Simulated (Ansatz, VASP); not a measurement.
## One calculation of Ta, two programs

```
Ta
1.0
    -1.66222    1.66222    1.66222
     1.66222   -1.66222    1.66222
     1.66222    1.66222   -1.66222
Ta
1
Direct
  0.00000 0.00000 0.00000
```

Change from the starting cell: volume scaled by 1.02, PAW files.

Alike in both runs: task electric field gradients; functional PBEsol; k mesh 15 × 15 × 15; occupations fermi-dirac, width 0.05 eV; no spin polarisation.

|  | VASP | Ansatz |
| --- | --- | --- |
| version | VASP 6.6.1 | Ansatz 0.2.0 |
| potentials or method | VASP PAW PBE potentials, release 64 (Ta_pv) | PAW with Ansatz's default frozen-core files, scalar-relativistic |
| plane-wave cutoff (eV) | 520 | 420 |
| valence electrons in the cell | 11 | 13 |

Ansatz gave:

```
pressure (GPa) : -7.7
```

Task: What did VASP give for the same quantities?

Result: Pressure (GPa): -7.6.

VASP's potentials were made for PBE, not for PBEsol. The functional is the same, so the differences come from potentials, cutoffs and numerics. VASP's potentials hold 11 valence electrons a cell and Ansatz's 13, so a difference there can come from the potentials and not from the codes.

Spin-orbit coupling is off throughout.
